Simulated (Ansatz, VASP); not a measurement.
**One calculation of SnO, two programs**

```
Sn O
1.0
     3.71259    0.00000    0.00000
     0.00000    3.71259    0.00000
     0.00000    0.00000    5.06794
Sn O
2 2
Cartesian
  -0.2400 1.8563 1.1590
  2.0963 0.0000 3.9089
  0.0255 0.0000 0.0000
  1.8307 1.8563 0.0000
```

Change from the starting cell: mode 4 frozen in at -0.250 Å, equal normal strain along x and y -0.0400.

Alike in both runs: task single point; functional PBE; k mesh 10 × 10 × 8; occupations gaussian, width 0.05 eV; no spin polarisation.

```csv
,VASP,Ansatz
version,VASP 6.6.1,Ansatz 0.2.0
potentials or method,"VASP PAW PBE potentials, release 64 (Sn_d, O), cutoff 520 eV","scalar-relativistic, plane waves, PAW"
valence electrons in the cell,40,40
```

```csv
,VASP,Ansatz,Ansatz less VASP
gap on the k mesh at the Fermi level (eV),0.20,0.19,-0.009
least direct gap on the mesh (eV),1.98,2.01,+0.029
pressure (GPa),12.4,12.1,-0.33
"traceless stress, the component that is largest in VASP (GPa)",8.96,8.75,-0.210
rms of the force components (eV/Å),1.175,1.132,-0.0435
```

Atom by atom the forces differ by 0.050 eV/Å (rms over components). With one functional, cell and mesh, what is left measures potentials, basis and numerics.
